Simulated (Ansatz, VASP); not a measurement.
## One calculation of Al4Co3Ni, two programs

The input INCAR:

```
ALGO = Normal
EDIFF = 1E-6
ENCUT = 520
GGA = PE
ISIF = 2
ISMEAR = 0
ISPIN = 2
LASPH = T
LCHARG = T
LELF = T
LMAXMIX = 4
LORBIT = 11
LREAL = F
LVHAR = T
LWAVE = F
MAGMOM = 0 0 0 0 0.12 0.35 0.35 0.35
NBANDS = 38
NELM = 150
PREC = Accurate
SIGMA = 0.1
```

KPOINTS

```
k-points
0
Gamma
  10 10 10
```

POSCAR

```
Al4Co3Ni
1.0
   -2.7767623207      2.7767623207      2.7767623207
    2.7767623207     -2.7767623207      2.7767623207
    2.7767623207      2.7767623207     -2.7767623207
Al Ni Co
4 1 3
Direct
    0.0000000000      0.5000000000      0.0000000000
    0.5000000000      0.0000000000      0.0000000000
    0.5000000000      0.5000000000      0.5000000000
    0.0000000000      0.0000000000      0.5000000000
    0.0000000000      0.0000000000      0.0000000000
    0.5000000000      0.0000000000      0.5000000000
    0.0000000000      0.5000000000      0.5000000000
    0.5000000000      0.5000000000      0.0000000000
```

Input for Ansatz:

```yaml
crystal:
  lattice:
    - [-2.7767623207, 2.7767623207, 2.7767623207]
    - [2.7767623207, -2.7767623207, 2.7767623207]
    - [2.7767623207, 2.7767623207, -2.7767623207]
  atoms:
    - { symbol: Al, position: [0.0, 0.5, 0.0] }
    - { symbol: Al, position: [0.5, 0.0, 0.0] }
    - { symbol: Al, position: [0.5, 0.5, 0.5] }
    - { symbol: Al, position: [0.0, 0.0, 0.5] }
    - { symbol: Ni, position: [0.0, 0.0, 0.0], spin: 0.12 }
    - { symbol: Co, position: [0.5, 0.0, 0.5], spin: 0.35 }
    - { symbol: Co, position: [0.0, 0.5, 0.5], spin: 0.35 }
    - { symbol: Co, position: [0.5, 0.5, 0.0], spin: 0.35 }
basis:
  ecutwfc: 420
kpoints:
  mp_grid: { grid: [10, 10, 10] }
hamiltonian:
  xc: pbe
scf:
  occupations: { method: gaussian, width: 0.1 }
output:
  forces: true
  stress: true
  eigenvalues: true
  populations: true
magnetization:
  spin_polarized: true
```

Alike in both runs: task single point; functional PBE; k mesh 10 × 10 × 10; occupations gaussian, width 0.1 eV; collinear spin.

```csv
,VASP,Ansatz
version,VASP 6.6.1,Ansatz 0.2.0
potentials or method,"VASP PAW PBE potentials, release 64 (Al, Ni, Co), cutoff 520 eV","scalar-relativistic, plane waves, PAW"
valence electrons in the cell,49,81
```

```tsv
	VASP	Ansatz	Ansatz less VASP
gap on the k mesh at the Fermi level (eV)	none	none	-
pressure (GPa)	19.5	19.6	+0.15
net moment per atom (μB)	0.08	0.08	-0.001
size of the moment on the site where the two differ most (μB)	0.06	0.07	+0.004
```

Site moments also hang on the region over which each program counts them. A gap of «none» marks a metal or a gap that the smearing closes. With one functional, cell and mesh, what is left measures potentials, basis and numerics. VASP's potentials hold 49 valence electrons a cell and Ansatz's 81, so a difference there can come from the potentials and not from the codes.
